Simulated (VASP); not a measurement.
# Hf7C8 in VASP: single point with PBE

Aim: the single point of Hf7C8 with PBE.

Program: VASP 6.6.1. These are calculated values, not measurements. Logs are shortened: lines on timing, memory, paths and dates and some standing lists are left out, and cuts for length are marked.

**1. The cell of the first run**

The typed cell holds 15 atoms: a = 6.559 Å, b = 6.558 Å, c = 6.558 Å, α = 60.00°, β = 60.00°, γ = 60.00°.

**2. Single point, PBE (atoms taken out)**

INCAR

```
SYSTEM = Hf7C8
PREC     = Accurate       ! precision mode
ENCUT    = 520            ! plane-wave cutoff, eV
EDIFF    = 1E-7           ! SCF threshold, eV
ISMEAR   = 0              ! smearing method
SIGMA    = 0.1            ! smearing width, eV
LREAL    = Auto         
LASPH    = .True.         ! aspherical terms in the spheres
NELM     = 100            ! most SCF steps
ALGO     = Fast           ! electronic algorithm
ISIF     = 2              ! what is computed and relaxed
LWAVE    = .False.        ! write WAVECAR
LCHARG   = .False.        ! write CHGCAR
GGA      = PE             ! functional
NBANDS   = 64             ! bands
```

KPOINTS

```
Automatic mesh
0
Gamma
  6 6 6
  0 0 0
```

POSCAR

```
Hf7C8
1.0
   -0.0000950000      4.6376000000     -4.6375870000
    4.6375480000      4.6375090000      0.0000040000
    4.6373180000      0.0002260000     -4.6372660000
Hf C
7 8
Direct
    0.2512568690      0.7490525539      0.2497488497
    0.2512515860      0.2490465580      0.2497640989
    0.7512767909      0.2490522022      0.2497393937
    0.2512565711      0.7490539069      0.7497614653
    0.2512888719      0.2490656199      0.7497324920
    0.7512578375      0.7490422773      0.7497494087
    0.7512771462      0.2490417449      0.7497633760
    0.5012943562      0.4990589581      0.9997438671
    0.4928249804      0.0074975283      0.9913056401
    0.0097432240      0.4905839757      0.9913010362
    0.0097452769      0.0075013888      0.9912969431
    0.4928457793      0.4906017545      0.5081959701
    0.4928273934      0.0075022908      0.5082121390
    0.0097230188      0.4906028102      0.5081924173
    0.0013001917      0.9990589456      0.4997321115
```

Potentials or basis: VASP PAW PBE potentials, release 64 (Hf_pv, C).

Run with:

```bash
$ cat potpaw_PBE.64/Hf_pv/POTCAR potpaw_PBE.64/C/POTCAR > POTCAR
$ mpirun -np 1 vasp_std > vasp.out
```

OUTCAR:

```text
SYSTEM = Hf7C8
   PREC = Accurate
   ENCUT = 520
   EDIFF = 1E-7
   ISMEAR = 0
   LREAL = Auto
   LASPH = .True.
   NELM = 100
   ISIF = 2
   GGA = PE

 ion  position               nearest neighbor table
   1  0.251  0.749  0.250-  15 2.32   8 2.32  11 2.32  14 2.32   9 2.32  12 2.32   5 3.28   4 3.28
                             6 3.28   6 3.28   5 3.28   4 3.28   2 3.28   3 3.28   2 3.28   3 3.28
   2  0.251  0.249  0.250-  15 2.32   8 2.32  10 2.32  14 2.32   9 2.32  13 2.32   4 3.28   5 3.28
                             7 3.28   4 3.28   5 3.28   3 3.28   7 3.28   1 3.28   1 3.28   3 3.28
   3  0.751  0.249  0.250-   8 2.32  15 2.32  11 2.32  10 2.32  13 2.32  12 2.32   7 3.28   6 3.28
                             5 3.28   6 3.28   2 3.28   7 3.28   5 3.28   1 3.28   1 3.28   2 3.28
   4  0.251  0.749  0.750-  15 2.32   8 2.32  10 2.32  11 2.32  13 2.32  12 2.32   1 3.28   2 3.28
                             2 3.28   5 3.28   1 3.28   7 3.28   6 3.28   5 3.28   6 3.28   7 3.28
   5  0.251  0.249  0.750-  13 2.24  10 2.24  12 2.24  14 2.24  11 2.24   9 2.24   1 3.28   2 3.28
                             3 3.28   2 3.28   4 3.28   1 3.28   3 3.28   7 3.28   6 3.28   4 3.28
   6  0.751  0.749  0.750-   8 2.32  15 2.32  13 2.32  14 2.32   9 2.32  10 2.32   3 3.28   3 3.28
                             7 3.28   1 3.28   1 3.28   4 3.28   5 3.28   5 3.28   7 3.28   4 3.28
   7  0.751  0.249  0.750-   8 2.32  15 2.32  12 2.32   9 2.32  11 2.32  14 2.32   3 3.28   2 3.28
                             6 3.28   4 3.28   3 3.28   2 3.28   5 3.28   5 3.28   6 3.28   4 3.28
   8  0.501  0.499  1.000-   6 2.32   3 2.32   7 2.32   1 2.32   4 2.32   2 2.32
   9  0.493  0.007  0.991-   5 2.24   7 2.32   2 2.32   1 2.32   6 2.32
  10  0.010  0.491  0.991-   5 2.24   2 2.32   4 2.32   3 2.32   6 2.32
  11  0.010  0.008  0.991-   5 2.24   1 2.32   4 2.32   3 2.32   7 2.32
  12  0.493  0.491  0.508-   5 2.24   7 2.32   3 2.32   4 2.32   1 2.32
  13  0.493  0.008  0.508-   5 2.24   6 2.32   3 2.32   4 2.32   2 2.32
  14  0.010  0.491  0.508-   5 2.24   1 2.32   2 2.32   6 2.32   7 2.32
  15  0.001  0.999  0.500-   2 2.32   4 2.32   1 2.32   3 2.32   7 2.32   6 2.32

  LATTYP: Found a base centered monoclinic cell.
 ALAT       =    11.3587807777
 B/A-ratio  =     0.5773908159
 C/A-ratio  =     0.5773740085
 COS(beta)  =    -0.5772940767

  Lattice vectors:

 A1 = (   4.6373180000,   0.0002260000,  -4.6372660000)
 A2 = (  -0.0002300000,  -4.6372830000,  -4.6372700000)
 A3 = (  -4.6374130000,   4.6373740000,  -0.0003210000)

Analysis of symmetry for initial positions (statically):
=====================================================================
 Subroutine PRICEL returns:
 Original cell was already a primitive cell.

 Routine SETGRP: Setting up the symmetry group for a
 base centered monoclinic supercell.

 Subroutine GETGRP returns: Found  1 space group operations
 (whereof  1 operations were pure point group operations)
 out of a pool of  4 trial point group operations.

The static configuration has the point symmetry C_1 .

Analysis of symmetry for dynamics (positions and initial velocities):
=====================================================================
 Subroutine PRICEL returns:
 Original cell was already a primitive cell.

 Routine SETGRP: Setting up the symmetry group for a
 base centered monoclinic supercell.

 Subroutine GETGRP returns: Found  1 space group operations
 (whereof  1 operations were pure point group operations)
 out of a pool of  4 trial point group operations.

The dynamic configuration has the point symmetry C_1 .

 Subroutine INISYM returns: Found  1 space group operations
 (whereof  1 operations are pure point group operations),
 and found     1 'primitive' translations

----------------------------------------------------------------------------------------

                                     Primitive cell

  volume of cell :     199.4655

  direct lattice vectors                    reciprocal lattice vectors
    -0.000095000  4.637600000 -4.637587000    -0.107814956  0.107815956 -0.107810911
     4.637548000  4.637509000  0.000004000     0.107811818  0.107820187  0.107818281
     4.637318000  0.000226000 -4.637266000     0.107822513 -0.107823326 -0.107825837

  length of vectors
     6.558547625  6.558455701  6.558121243     0.186739224  0.186744110  0.186756459

  position of ions in fractional coordinates (direct lattice)
[... 54 lines left out ...]

 Subroutine IBZKPT returns following result:
 ===========================================

 Found    112 irreducible k-points:

 Following reciprocal coordinates:
            Coordinates               Weight
  0.000000  0.000000  0.000000      1.000000
  0.166667  0.000000  0.000000      2.000000
  0.333333  0.000000  0.000000      2.000000
  0.500000  0.000000  0.000000      1.000000
  0.000000  0.166667  0.000000      2.000000
  0.166667  0.166667  0.166667      2.000000
[... 16 lines left out ...]
  0.500000  0.333333  0.000000      2.000000
 -0.166667  0.333333  0.333333      2.000000
 [... further k-points ...]
   k-points           NKPTS =    112   k-points in BZ     NKDIM =    112   number of bands    NBANDS=     64
   number of dos      NEDOS =    301   number of ions     NIONS =     15
   total plane-waves  NPLWV = 125000
   dimension x,y,z NGX =    50 NGY =   50 NGZ =   50
   dimension x,y,z NGXF=   100 NGYF=  100 NGZF=  100
   ions per type =               7   8
   NGX,Y,Z   is equivalent  to a cutoff of  12.67, 12.67, 12.67 a.u.
   NGXF,Y,Z  is equivalent  to a cutoff of  25.35, 25.35, 25.35 a.u.
 SYSTEM =  Hf7C8
   PREC   = accura    normal or accurate (medium, high low for compatibility)
   ISTART =      0    job   : 0-new  1-cont  2-samecut
   ICHARG =      2    charge: 1-file 2-atom 10-const
   ISPIN  =      1    spin polarized calculation?
   LNONCOLLINEAR =      F non collinear calculations
   LSORBIT =      F    spin-orbit coupling
   LASPH  =      T    aspherical Exc in radial PAW
   ENCUT  =  520.0 eV  38.22 Ry    6.18 a.u.  12.19 12.19 12.19*2*pi/ulx,y,z
   NELM   =    100;   NELMIN=  2; NELMDL= -5     # of ELM steps
   EDIFF  = 0.1E-06   stopping-criterion for ELM
   LREAL  =      T    real-space projection
   EDIFFG = 0.1E-05   stopping-criterion for IOM
   NSW    =      0    number of steps for IOM
   IBRION =     -1    ionic relax: 0-MD 1-quasi-New 2-CG
   NFREE  =      0    steps in history (QN), initial steepest desc. (CG)
   ISIF   =      2    stress and relaxation
   ISYM   =      2    0-nonsym 1-usesym 2-fastsym
   POTIM  = 0.5000    time-step for ionic-motion
   TEBEG  =    0.0;   TEEND  =   0.0 temperature during run
   PSTRESS=    0.0 pullay stress
   NELECT =     102.0000    total number of electrons
   NUPDOWN=      -1.0000    fix difference up-down
   EMIN   =  10.00;   EMAX   =-10.00  energy-range for DOS
   EFERMI =   0.00;   METHOD = LEGACY
   ISMEAR =     0;   SIGMA  =   0.10  broadening in eV -4-tet -1-fermi 0-gaus
   EFERMI_NEDOS =   21; number of points for ismear=-14 and -15
   IALGO  =     68    algorithm
   IMIX   =      4    mixing-type and parameters
     AMIX     =   0.40;   BMIX     =  1.00
     AMIX_MAG =   1.60;   BMIX_MAG =  1.00
  volume/ion in A,a.u.               =      13.30        89.74
  Fermi-wavevector in a.u.,A,eV,Ry     =   1.309139  2.473913 23.318262  1.713844
  Thomas-Fermi vector in A             =   2.439758
   LORBIT       =      0    0 simple, 1 ext, 2 COOP (PROOUT), +10 PAW based schemes
   GGA     = PE    functional components
   LHFCALC =     F    Hartree Fock is set to
   AEXX    =    0.0000 exact exchange contribution
   IVDW    =     0    specifies the selected vdW correction
   LEPSILON=     F    determine dielectric tensor
   LRPA    =     F    only Hartree local field effects (RPA)
 non-spin polarized calculation
 RMM-DIIS sequential band-by-band and
 Gauss-broadening in eV      SIGMA  =   0.10
  energy-cutoff  :      520.00
  volume of cell :      199.47
 maximum number of plane-waves:      5410
 NGX is ok and might be reduce to    50
   NGX = 25   NGY = 25   NGZ = 25

 number of electron     101.9999997 magnetization

 Free energy of the ion-electron system (eV)
  ---------------------------------------------------
  ext. energy  EPLUGINS =         0.00000000
  ---------------------------------------------------
  free energy    TOTEN  =      -149.28931629 eV

  energy without entropy =     -149.26519530  energy(sigma->0) =     -149.27725580

 E-fermi :   4.6572     XC(G=0): -11.7250

 val. band max:        4.6300736195   @ k =   0.3333   0.5000   0.0000
 cond. band min:       4.6613951414   @ k =   0.3333   0.3333   0.1667
 fundamental gap:      0.0313215219
 Fermi energy:         4.6571510796

 k-point     1 :       0.0000    0.0000    0.0000
  band No.  band energies     occupation
      1     -25.2516      2.00000
      2     -25.1697      2.00000
      3     -25.1696      2.00000
      4     -25.1696      2.00000
      5     -25.0387      2.00000
      6     -25.0387      2.00000
[... 1573 lines left out ...]
     62       9.4970      0.00000
     63       9.6012      0.00000

 [... further k-points ...]

 [bands above 63 left out]

------------------------ aborting loop because EDIFF is reached ----------------------------------------

  FORCE on cell =-STRESS in cart. coord.  units (eV):
  Direction    XX          YY          ZZ          XY          YZ          ZX
  --------------------------------------------------------------------------------------
  -------------------------------------------------------------------------------------
  Total       -0.2089751     -0.2051372     -0.2064807     -0.0018738      0.0119588     -0.0147119
  in kB       -1.6785619     -1.6477348     -1.6585257     -0.0150514      0.0960573     -0.1181709
  external PRESSURE =      -1.6616075 kB  Pullay stress =       0.0000000 kB

 VOLUME and BASIS-vectors are now :
 -----------------------------------------------------------------------------
  energy-cutoff  :      520.00
  volume of cell :      199.47
      direct lattice vectors                 reciprocal lattice vectors
    -0.000095000  4.637600000 -4.637587000    -0.107814956  0.107815956 -0.107810911
     4.637548000  4.637509000  0.000004000     0.107811818  0.107820187  0.107818281
     4.637318000  0.000226000 -4.637266000     0.107822513 -0.107823326 -0.107825837

 POSITION                                       TOTAL-FORCE (eV/Angst)
 -----------------------------------------------------------------------------------
      4.63191      4.63902     -2.32337         0.000690      0.000680     -0.000670
      2.31318      2.32022     -2.32342        -0.000099      0.001606     -0.000259
      2.31304      4.63916     -4.64222         0.001518     -0.000513     -0.000174
      6.95063      4.63914     -4.64206        -0.000181      0.000384      0.000042
      4.63178      2.32059     -4.64208         0.000861     -0.002107     -0.000372
      6.95047      6.95789     -6.96081         0.001237      0.001595     -0.000461
      4.63176      4.63923     -6.96096         0.000425     -0.000381      0.001225
      6.95049      4.63942     -6.96087        -0.008476      0.000811     -0.006930
      4.63172      2.32052     -6.88247         0.002311     -0.000405      0.012042
      6.87208      2.32050     -4.64211        -0.015387     -0.001183      0.007301
      4.63175      0.08021     -4.64210         0.003593      0.012612      0.003123
      4.63181      4.56091     -4.64225         0.003551     -0.012200      0.005168
      2.39149      2.32044     -4.64224         0.011937     -0.000737      0.003193
      4.63184      2.32038     -2.40171         0.005508     -0.000236     -0.015803
      6.95060      4.63929     -2.32342        -0.007485      0.000074     -0.007426
 -----------------------------------------------------------------------------------
    total drift:                               -0.019509      0.007058     -0.011514

  FREE ENERGIE OF THE ION-ELECTRON SYSTEM (eV)
  ---------------------------------------------------
  free  energy   TOTEN  =      -149.2893162947 eV

  energy  without entropy=     -149.2651952998  energy(sigma->0) =     -149.27725580
```

It took 85 min on 1 thread of Oxide Virtual Turin-like, shared host; peak memory 0.9 GiB.

Results:

```yaml
Free_energy: -149.2893 eV
Pressure: -0.2 GPa
Largest_force: 0.017 eV/Å
Band_gap_on_the_k_mesh: zero (bands 51 and 52 overlap by 1.02 eV)
```

Forces in eV/Å, atoms in the order of the input:
```
Hf   0.001  0.001 -0.001
Hf   0.000  0.002  0.000
Hf   0.002 -0.001  0.000
Hf   0.000  0.000  0.000
Hf   0.001 -0.002  0.000
Hf   0.001  0.002  0.000
Hf   0.000  0.000  0.001
C   -0.008  0.001 -0.007
C    0.002  0.000  0.012
C   -0.015 -0.001  0.007
C    0.004  0.013  0.003
C    0.004 -0.012  0.005
C    0.012 -0.001  0.003
C    0.006  0.000 -0.016
C   -0.007  0.000 -0.007
```

Caveat: the cell differs from its parent crystal (atoms taken out); spin-orbit coupling is left out, which moves the levels of the heavy elements.

The gap in the log of VASP goes by the Fermi energy; the results here count the filled bands.